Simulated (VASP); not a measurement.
Here is a VASP 6.6.1 calculation.

INCAR

```
  ALGO = Normal
  EDIFF = 1E-6
  ENCUT = 520
  GGA = PE
  ISIF = 2
  ISMEAR = 0
  LASPH = T
  LCHARG = F
  LREAL = F
  LWAVE = F
  NBANDS = 47
  NELM = 60
  PREC = Accurate
  SIGMA = 0.15
```

File KPOINTS:

```
k-points
0
Gamma
  3 3 3
```

POSCAR

```
Cd3SnS4
1.0
    3.4420210931      1.9872518047      8.9754995972
   -3.4420210931      1.9872518047      8.9754995972
    0.0000000000     -3.9745036094      8.9754995972
Cd Sn S
3 1 4
Direct
    0.5000000000      0.5000000000      0.0000000000
    0.0000000000      0.5000000000      0.5000000000
    0.5000000000      0.0000000000      0.5000000000
    0.5000000000      0.5000000000      0.5000000000
    0.4043714165      0.4043714165      0.4043714165
    0.5956285835      0.5956285835      0.5956285835
    0.2753283817      0.2753283817      0.2753283817
    0.7246716183      0.7246716183      0.7246716183
```

Potentials or basis: VASP PAW PBE potentials, release 64 (Cd, Sn_d, S).

The run is started by

```console
$ cat potpaw_PBE.64/Cd/POTCAR potpaw_PBE.64/Sn_d/POTCAR potpaw_PBE.64/S/POTCAR > POTCAR
$ mpirun -np 1 vasp_std > vasp.out
```

**Question.** Estimate the pressure.

**Answer.** 0.4 GPa.

**Question.** Predict the largest force.

**Answer.** 0.072 eV/Å.

**Question.** What does it give for the band gap on the k mesh?

**Answer.** 0.77 eV (least direct gap 0.82 eV).

Stress tensor (GPa, compression positive):
```
0.17 0.00 0.00
0.00 0.17 0.00
0.00 0.00 0.73
```

Caveat: spin-orbit coupling is left out, which moves the levels of the heavy elements; an odd mesh through Γ misses points on the zone boundary, where band edges can lie.
